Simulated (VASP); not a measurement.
Here is a VASP 6.6.1 calculation.

The input INCAR:

```
PREC = Accurate
ENCUT = 1000
EDIFF = 1E-8
ISMEAR = -1
SIGMA = 0.01
LREAL = False
LASPH = True
NELM = 120
ALGO = Normal
ISIF = 2
LWAVE = False
LCHARG = False
GGA = PE
LEFG = True
NBANDS = 28
GGA_COMPAT = False
```

File KPOINTS:

```
regular mesh
0
Gamma
  8 8 6
```

The input POSCAR:

```
SnO
1.0
    3.8020000000      0.0000000000      0.0000000000
    0.0000000000      3.8020000000      0.0000000000
    0.0000000000      0.0000000000      4.8360000000
Sn O
2 2
Direct
    0.0000000000      0.5000000000      0.2385000000
    0.5000000000      0.0000000000      0.7615000000
    0.0000000000      0.0000000000      0.0000000000
    0.5000000000      0.5000000000      0.0000000000
```

Potentials or basis: VASP PAW PBE potentials, release 64 (Sn_d, O_h).

Launch:

```console
$ cat potpaw_PBE.64/Sn_d/POTCAR potpaw_PBE.64/O_h/POTCAR > POTCAR
$ mpirun -np 1 vasp_std > vasp.out
```

Problem. Estimate the largest force.

Solution. 0.426 eV/Å.

Problem. Estimate the pressure.

Solution. 4.5 GPa.

Problem. What does it give for the band gap on the k mesh?

Solution. 0.03 eV (least direct gap 1.96 eV).

Electric field gradients, principal values (V/Å²):
```tsv
atom	least	middle	greatest (by size)
1 Sn	83.200	83.200	-166.401
2 Sn	83.200	83.200	-166.401
3 O	-1.019	-1.019	2.039
4 O	-1.019	-1.019	2.039
```

Caveat: the cell stands under pressure; semilocal functionals underestimate gaps, and a narrow one can read as zero; without QUAD_EFG the Cq values of the log hold for a quadrupole moment of 1 mb, not for the nuclei; spin-orbit coupling is left out, which moves the levels of the heavy elements. A k mesh can miss the band edges.
